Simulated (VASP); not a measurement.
# CdSe (F-43m) in VASP: a series of runs, part 2 of 2

VASP 6.6.1. The steps go on from the part before.

### 3 Single point, LDA

INCAR

```
SYSTEM = CdSe
PREC = Accurate
ENCUT = 500
EDIFF = 1E-6
ISMEAR = 0
SIGMA = 0.01
LREAL = .False.
LASPH = .True.
NELM = 120
ALGO = Normal
ISIF = 2
LWAVE = .False.
LCHARG = .False.
GGA = CA
NBANDS = 16
GGA_COMPAT = .False.
```

KPOINTS

```
regular mesh
0
Gamma
  8 8 8
  0 0 0
```

POSCAR

```
CdSe
1.0
    0.0000000000      3.0100000000      3.0100000000
    3.0100000000      0.0000000000      3.0100000000
    3.0100000000      3.0100000000      0.0000000000
Cd Se
1 1
Direct
    0.0000000000      0.0000000000      0.0000000000
    0.2500000000      0.2500000000      0.2500000000
```

Potentials or basis: VASP PAW LDA potentials, release 64 (Cd, Se).

Command:

```
> cat potpaw_LDA.64/Cd/POTCAR potpaw_LDA.64/Se/POTCAR > POTCAR
> mpirun -np 1 vasp_std > vasp.out
```

OUTCAR:

```text
SYSTEM = CdSe
   PREC = Accurate
   ENCUT = 500
   EDIFF = 1E-6
   ISMEAR = 0
   LREAL = .False.
   LASPH = .True.
   NELM = 120
   ISIF = 2
   GGA = CA

 ion  position               nearest neighbor table
   1  0.000  0.000  0.000-   2 2.61   2 2.61   2 2.61   2 2.61
   2  0.250  0.250  0.250-   1 2.61   1 2.61   1 2.61   1 2.61

  LATTYP: Found a face centered cubic cell.
 ALAT       =     6.0200000000

  Lattice vectors:

 A1 = (   0.0000000000,   3.0100000000,   3.0100000000)
 A2 = (   3.0100000000,   0.0000000000,   3.0100000000)
 A3 = (   3.0100000000,   3.0100000000,   0.0000000000)

Analysis of symmetry for initial positions (statically):
=====================================================================
 Subroutine PRICEL returns:
 Original cell was already a primitive cell.

 Routine SETGRP: Setting up the symmetry group for a
 face centered cubic supercell.

 Subroutine GETGRP returns: Found 24 space group operations
 (whereof 24 operations were pure point group operations)
 out of a pool of 48 trial point group operations.

The static configuration has the point symmetry T_d .

Analysis of symmetry for dynamics (positions and initial velocities):
=====================================================================
 Subroutine PRICEL returns:
 Original cell was already a primitive cell.

 Routine SETGRP: Setting up the symmetry group for a
 face centered cubic supercell.

 Subroutine GETGRP returns: Found 24 space group operations
 (whereof 24 operations were pure point group operations)
 out of a pool of 48 trial point group operations.

The dynamic configuration has the point symmetry T_d .

 Subroutine INISYM returns: Found 24 space group operations
 (whereof 24 operations are pure point group operations),
 and found     1 'primitive' translations

----------------------------------------------------------------------------------------

                                     Primitive cell

  volume of cell :      54.5418

  direct lattice vectors                    reciprocal lattice vectors
     0.000000000  3.010000000  3.010000000    -0.166112957  0.166112957  0.166112957
     3.010000000  0.000000000  3.010000000     0.166112957 -0.166112957  0.166112957
     3.010000000  3.010000000  0.000000000     0.166112957  0.166112957 -0.166112957

  length of vectors
     4.256782823  4.256782823  4.256782823     0.287716081  0.287716081  0.287716081

  position of ions in fractional coordinates (direct lattice)
     0.000000000  0.000000000  0.000000000
     0.250000000  0.250000000  0.250000000

  ion indices of the primitive-cell ions
   primitive index   ion index
                 1           1
                 2           2

----------------------------------------------------------------------------------------

 KPOINTS: regular mesh

Automatic generation of k-mesh.
 Grid dimensions read from file:
 generate k-points for:    8    8    8

 Generating k-lattice:

  Cartesian coordinates                     Fractional coordinates (reciprocal lattice)
    -0.020764120  0.020764120  0.020764120     0.125000000  0.000000000  0.000000000
     0.020764120 -0.020764120  0.020764120     0.000000000  0.125000000  0.000000000
     0.020764120  0.020764120 -0.020764120     0.000000000  0.000000000  0.125000000

  Length of vectors
     0.035964510  0.035964510  0.035964510

  Shift w.r.t. Gamma in fractional coordinates (k-lattice)
     0.000000000  0.000000000  0.000000000

 Subroutine IBZKPT returns following result:
 ===========================================

 Found     29 irreducible k-points:

 Following reciprocal coordinates:
            Coordinates               Weight
  0.000000  0.000000  0.000000      1.000000
  0.125000  0.000000  0.000000      8.000000
  0.250000  0.000000  0.000000      8.000000
  0.375000  0.000000  0.000000      8.000000
  0.500000  0.000000  0.000000      4.000000
  0.125000  0.125000  0.000000      6.000000
[... 16 lines left out ...]
  0.500000  0.250000  0.125000     48.000000
 -0.375000  0.250000  0.125000     24.000000
 [... further k-points ...]
   k-points           NKPTS =     29   k-points in BZ     NKDIM =     29   number of bands    NBANDS=     16
   number of dos      NEDOS =    301   number of ions     NIONS =      2
   total plane-waves  NPLWV =  32768
   dimension x,y,z NGX =    32 NGY =   32 NGZ =   32
   dimension x,y,z NGXF=    64 NGYF=   64 NGZF=   64
   ions per type =               1   1
   NGX,Y,Z   is equivalent  to a cutoff of  12.50, 12.50, 12.50 a.u.
   NGXF,Y,Z  is equivalent  to a cutoff of  24.99, 24.99, 24.99 a.u.
 SYSTEM =  CdSe
   PREC   = accura    normal or accurate (medium, high low for compatibility)
   ISTART =      0    job   : 0-new  1-cont  2-samecut
   ICHARG =      2    charge: 1-file 2-atom 10-const
   ISPIN  =      1    spin polarized calculation?
   LNONCOLLINEAR =      F non collinear calculations
   LSORBIT =      F    spin-orbit coupling
   LASPH  =      T    aspherical Exc in radial PAW
   ENCUT  =  500.0 eV  36.75 Ry    6.06 a.u.   7.76  7.76  7.76*2*pi/ulx,y,z
   NELM   =    120;   NELMIN=  2; NELMDL= -5     # of ELM steps
   EDIFF  = 0.1E-05   stopping-criterion for ELM
   LREAL  =      F    real-space projection
   EDIFFG = 0.1E-04   stopping-criterion for IOM
   NSW    =      0    number of steps for IOM
   IBRION =     -1    ionic relax: 0-MD 1-quasi-New 2-CG
   NFREE  =      0    steps in history (QN), initial steepest desc. (CG)
   ISIF   =      2    stress and relaxation
   ISYM   =      2    0-nonsym 1-usesym 2-fastsym
   POTIM  = 0.5000    time-step for ionic-motion
   TEBEG  =    0.0;   TEEND  =   0.0 temperature during run
   PSTRESS=    0.0 pullay stress
   NELECT =      18.0000    total number of electrons
   NUPDOWN=      -1.0000    fix difference up-down
   EMIN   =  10.00;   EMAX   =-10.00  energy-range for DOS
   EFERMI =   0.00;   METHOD = LEGACY
   ISMEAR =     0;   SIGMA  =   0.01  broadening in eV -4-tet -1-fermi 0-gaus
   EFERMI_NEDOS =   21; number of points for ismear=-14 and -15
   IALGO  =     38    algorithm
   IMIX   =      4    mixing-type and parameters
     AMIX     =   0.40;   BMIX     =  1.00
     AMIX_MAG =   1.60;   BMIX_MAG =  1.00
  volume/ion in A,a.u.               =      27.27       184.03
  Fermi-wavevector in a.u.,A,eV,Ry     =   1.131330  2.137903 17.414189  1.279907
  Thomas-Fermi vector in A             =   2.268028
   LORBIT       =      0    0 simple, 1 ext, 2 COOP (PROOUT), +10 PAW based schemes
   GGA     = CA    functional components
   LHFCALC =     F    Hartree Fock is set to
   AEXX    =    0.0000 exact exchange contribution
   IVDW    =     0    specifies the selected vdW correction
   LEPSILON=     F    determine dielectric tensor
   LRPA    =     F    only Hartree local field effects (RPA)
 non-spin polarized calculation
 Gauss-broadening in eV      SIGMA  =   0.01
  energy-cutoff  :      500.00
  volume of cell :       54.54
 maximum number of plane-waves:      1411
   NGX = 15   NGY = 15   NGZ = 15

 number of electron      17.9999994 magnetization

 Free energy of the ion-electron system (eV)
  ---------------------------------------------------
  ext. energy  EPLUGINS =         0.00000000
  ---------------------------------------------------
  free energy    TOTEN  =        -6.76209021 eV

  energy without entropy =       -6.76209021  energy(sigma->0) =       -6.76209021

 E-fermi :   1.1797     XC(G=0):  -9.4276

 val. band max:        1.0701325282   @ k =   0.0000   0.0000   0.0000
 cond. band min:       1.4959062512   @ k =   0.0000   0.0000   0.0000
 fundamental gap:      0.4257737230
 Fermi energy:         1.1797076943

 k-point     1 :       0.0000    0.0000    0.0000
  band No.  band energies     occupation
      1     -11.7560      2.00000
      2      -6.9951      2.00000
      3      -6.9951      2.00000
      4      -6.9951      2.00000
      5      -6.5811      2.00000
      6      -6.5811      2.00000
[... 8 lines left out ...]
     15      12.2331      0.00000
     16      12.2331      0.00000
[... 419 lines left out ...]
 k-point    24 :      -0.3750    0.2500    0.1250
  band No.  band energies     occupation
      1     -11.2841      2.00000
      2      -6.8543      2.00000
      3      -6.8250      2.00000
      4      -6.6057      2.00000
      5      -6.5639      2.00000
      6      -6.1686      2.00000
[... 8 lines left out ...]
     15      12.6762      0.00000
     16      13.6854      0.00000

 [... further k-points ...]

------------------------ aborting loop because EDIFF is reached ----------------------------------------

  FORCE on cell =-STRESS in cart. coord.  units (eV):
  Direction    XX          YY          ZZ          XY          YZ          ZX
  --------------------------------------------------------------------------------------
  -------------------------------------------------------------------------------------
  Total        0.0415891      0.0415891      0.0415891      0.0000000     -0.0000000      0.0000000
  in kB        1.2216894      1.2216894      1.2216894      0.0000000     -0.0000000      0.0000000
  external PRESSURE =       1.2216894 kB  Pullay stress =       0.0000000 kB

 VOLUME and BASIS-vectors are now :
 -----------------------------------------------------------------------------
  energy-cutoff  :      500.00
  volume of cell :       54.54
      direct lattice vectors                 reciprocal lattice vectors
     0.000000000  3.010000000  3.010000000    -0.166112957  0.166112957  0.166112957
     3.010000000  0.000000000  3.010000000     0.166112957 -0.166112957  0.166112957
     3.010000000  3.010000000  0.000000000     0.166112957  0.166112957 -0.166112957

 POSITION                                       TOTAL-FORCE (eV/Angst)
 -----------------------------------------------------------------------------------
      0.00000      0.00000      0.00000         0.000000      0.000000      0.000000
      1.50500      1.50500      1.50500        -0.000000     -0.000000     -0.000000
 -----------------------------------------------------------------------------------
    total drift:                                0.000000      0.000000     -0.000000

  FREE ENERGIE OF THE ION-ELECTRON SYSTEM (eV)
  ---------------------------------------------------
  free  energy   TOTEN  =        -6.7620902112 eV

  energy  without entropy=       -6.7620902112  energy(sigma->0) =       -6.76209021
```

stdout:

```text
POSCAR found type information on POSCAR CdSe
 POSCAR found :  2 types and       2 ions
 scaLAPACK will be used
 LDA part: xc-table for (Slater(with rela. corr.)+CA(PZ))
 , standard interpolation
 POSCAR, INCAR and KPOINTS ok, starting setup
 FFT: planning ... GRIDC
 FFT: planning ... GRID_SOFT
 FFT: planning ... GRID
 WAVECAR not read
 entering main loop
```

Wall time 7.7 s (1 thread of Intel Xeon 6975P-C (Granite Rapids), shared host); peak memory 0.16 GiB.

What came out:

```
Free energy            : -6.7621 eV
Pressure               : 0.1 GPa
Band gap on the k mesh : 0.43 eV
```

### 4 Single point, r2SCAN

POSCAR is that of step 3.

INCAR.step1

```
  ALGO = Normal
  EDIFF = 1E-5
  ENCUT = 550
  GGA = PE
  GGA_COMPAT = F
  ISMEAR = 0
  LASPH = T
  LCHARG = F
  LREAL = F
  LWAVE = T
  NBANDS = 16
  NELM = 120
  PREC = Accurate
  SIGMA = 0.01
```

INCAR.step2

```
  ALGO = Normal
  EDIFF = 1E-6
  ENCUT = 550
  GGA_COMPAT = F
  ISIF = 2
  ISMEAR = 0
  ISTART = 1
  LASPH = T
  LCHARG = T
  LELF = T
  LMIXTAU = T
  LREAL = F
  LVHAR = T
  LWAVE = F
  METAGGA = R2SCAN
  NBANDS = 16
  NELM = 120
  PREC = Accurate
  SIGMA = 0.01
```

KPOINTS

```
k-points
0
Gamma
  8 8 8
```

Potentials or basis: VASP PAW PBE potentials, release 64 (Cd, Se).

Command:

```
> cat potpaw_PBE.64/Cd/POTCAR potpaw_PBE.64/Se/POTCAR > POTCAR
> cp INCAR.step1 INCAR
> mpirun -np 1 vasp_std > vasp.out
> cp INCAR.step2 INCAR
> mpirun -np 1 vasp_std > vasp.out
```

OUTCAR:

```text
EDIFF = 1E-6
   ENCUT = 550
   ISIF = 2
   ISMEAR = 0
   ISTART = 1
   LASPH = T
   LREAL = F
   METAGGA = R2SCAN
   NELM = 120
   PREC = Accurate

 ion  position               nearest neighbor table
   1  0.000  0.000  0.000-   2 2.61   2 2.61   2 2.61   2 2.61
   2  0.250  0.250  0.250-   1 2.61   1 2.61   1 2.61   1 2.61

  LATTYP: Found a face centered cubic cell.
 ALAT       =     6.0200000000

  Lattice vectors:

 A1 = (   0.0000000000,   3.0100000000,   3.0100000000)
[... 642 lines left out ...]

------------------------ aborting loop because EDIFF is reached ----------------------------------------

  FORCE on cell =-STRESS in cart. coord.  units (eV):
  Direction    XX          YY          ZZ          XY          YZ          ZX
  --------------------------------------------------------------------------------------
  -------------------------------------------------------------------------------------
  Total        1.2179683      1.2179683      1.2179683     -0.0000000     -0.0000000     -0.0000000
  in kB       35.7780846     35.7780846     35.7780846     -0.0000000     -0.0000000     -0.0000000
  external PRESSURE =      35.7780846 kB  Pullay stress =       0.0000000 kB

 VOLUME and BASIS-vectors are now :
 -----------------------------------------------------------------------------
  energy-cutoff  :      550.00
  volume of cell :       54.54
      direct lattice vectors                 reciprocal lattice vectors
     0.000000000  3.010000000  3.010000000    -0.166112957  0.166112957  0.166112957
     3.010000000  0.000000000  3.010000000     0.166112957 -0.166112957  0.166112957
     3.010000000  3.010000000  0.000000000     0.166112957  0.166112957 -0.166112957

 POSITION                                       TOTAL-FORCE (eV/Angst)
 -----------------------------------------------------------------------------------
      0.00000      0.00000      0.00000         0.000000      0.000000      0.000000
      1.50500      1.50500      1.50500        -0.000000     -0.000000     -0.000000
 -----------------------------------------------------------------------------------
    total drift:                                0.000000      0.000000      0.000000

  FREE ENERGIE OF THE ION-ELECTRON SYSTEM (eV)
  ---------------------------------------------------
  free  energy   TOTEN  =       -35.8797157977 eV

  energy  without entropy=      -35.8797157977  energy(sigma->0) =      -35.87971580
```

OSZICAR.step1:

```text
N       E                     dE             d eps       ncg     rms          rms(c)
DAV:   1     0.109830946091E+03    0.10983E+03   -0.91193E+03   936   0.105E+03
DAV:   2    -0.162870416115E+01   -0.11146E+03   -0.10523E+03  1112   0.253E+02
DAV:   3    -0.577634507619E+01   -0.41476E+01   -0.41391E+01  1104   0.503E+01
DAV:   4    -0.579396963616E+01   -0.17625E-01   -0.17624E-01  1160   0.332E+00
DAV:   5    -0.579407556257E+01   -0.10593E-03   -0.10593E-03  1152   0.223E-01    0.668E+00
DAV:   6    -0.544434890853E+01    0.34973E+00   -0.52695E-01  1352   0.903E+00    0.520E+00
DAV:   7    -0.542147994237E+01    0.22869E-01   -0.15341E-01  1104   0.262E+00    0.218E+00
DAV:   8    -0.542236615550E+01   -0.88621E-03   -0.14937E-02  1072   0.152E+00    0.259E-01
DAV:   9    -0.542250531595E+01   -0.13916E-03   -0.15143E-03  1136   0.524E-01    0.475E-02
DAV:  10    -0.542257164491E+01   -0.66329E-04   -0.16562E-04  1184   0.164E-01    0.415E-02
DAV:  11    -0.542261694159E+01   -0.45297E-04   -0.74291E-05  1160   0.550E-02    0.142E-02
DAV:  12    -0.542261690809E+01    0.33499E-07   -0.23110E-06   800   0.207E-02
   1 F= -.54226169E+01 E0= -.54226169E+01  d E =-.620065E-27
```

Run time: 62 s. Hardware: 1 thread of Intel Xeon 6975P-C (Granite Rapids), shared host; peak memory 0.22 GiB.

Results:

| Quantity | Value |
| --- | --- |
| Free energy | -35.8797 eV |
| Pressure | 3.6 GPa |
| Band gap on the k mesh | 1.16 eV |

Caveat: the cell stands under pressure; the PAW data sets were made with another functional, which shifts forces and pressure a little.

### 5 The runs side by side

```tsv
level	potentials or basis	cutoff (eV)	gap on the mesh (eV)	pressure (GPa)
PBE	VASP PAW PBE potentials, release 64 (Cd, Se)	500	0.67	5.1
LDA	VASP PAW LDA potentials, release 64 (Cd, Se)	500	0.43	0.1
r2SCAN	VASP PAW PBE potentials, release 64 (Cd, Se)	550	1.16	3.6
```

Alike in all rows: task single point; no spin polarisation; cell as given; k mesh 8 × 8 × 8; smearing gaussian 0.01 eV.

Caveats: the cell stands under pressure (at least some runs); the PAW data sets were made with another functional, which shifts forces and pressure a little (at least some runs).

Total energies depend on the potentials used, so only differences within one code and one set of settings carry meaning.
